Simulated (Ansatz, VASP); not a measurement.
# CdSe: VASP beside Ansatz

Contents of INCAR:

```
PREC     = Accurate       # precision mode
ENCUT    = 520            # plane-wave cutoff, eV
EDIFF    = 1E-6           # SCF threshold, eV
ISMEAR   = -1             # smearing method
SIGMA    = 0.02           # smearing width, eV
LREAL    = F              # projectors in reciprocal space
LASPH    = T              # aspherical terms in the spheres
NELM     = 80             # most SCF steps
ALGO     = Normal         # electronic algorithm
ISIF     = 2              # what is computed and relaxed
LWAVE    = F              # write WAVECAR
LCHARG   = T              # write CHGCAR
GGA      = PE             # functional
LELF     = T              # ELF
LVHAR    = T            
NBANDS   = 16             # bands
```

KPOINTS

```
regular mesh
0
Gamma
  8 8 8
```

Contents of POSCAR:

```
CdSe
1.0
    0.0000000000      3.0677809647      3.0677809647
    3.1647228432      0.0000000000      3.0677809647
    3.1647228432      3.0677809647      0.0000000000
Cd Se
1 1
Direct
    0.0000000000      0.0000000000      0.0000000000
    0.2500000000      0.2500000000      0.2500000000
```

Input for Ansatz:

```yaml
crystal:
  lattice:
    - [0.0, 3.0677809647, 3.0677809647]
    - [3.1647228432, 0.0, 3.0677809647]
    - [3.1647228432, 3.0677809647, 0.0]
  atoms:
    - { symbol: Cd, position: [0.0, 0.0, 0.0] }
    - { symbol: Se, position: [0.25, 0.25, 0.25] }
kpoints:
  mp_grid: { grid: [8, 8, 8] }
  band_path:
    path:
      - [0.0, 0.0, 0.0]
      - [-0.5, -0.5, 0.0]
      - [-0.375, -0.375, 0.25]
      - [-0.375, 0.0, 0.375]
      - [0.0, 0.0, 0.5]
      - [-0.5, -0.25, 0.25]
    npoints: 1
hamiltonian:
  xc: pbe
scf:
  occupations: { method: fermi_dirac, width: 0.02 }
  n_extra_bands: 4
output:
  forces: true
  stress: true
  eigenvalues: true
```

Change from the starting cell: uniaxial_x strain +3.2%.

Alike in both runs: task single point; functional PBE; k mesh 8 × 8 × 8; occupations fermi-dirac, width 0.02 eV; no spin polarisation.

```csv
,VASP,Ansatz
version,VASP 6.6.1,Ansatz 0.2.0
potentials or method,"VASP PAW PBE potentials, release 64 (Cd, Se)","plane waves, PAW"
plane-wave cutoff (eV),520,420
valence electrons in the cell,18,36
```

VASP gave:

```
pressure (GPa)                                                : 0.1
traceless stress, the component that is largest in VASP (GPa) : -0.38
```

Estimate Ansatz's values.

pressure (GPa): -0.1; traceless stress, the component that is largest in VASP (GPa): -0.39.

The functional is the same, so the differences come from potentials, cutoffs and numerics. VASP's potentials hold 18 valence electrons a cell and Ansatz's 36, so a difference there can come from the potentials and not from the codes.
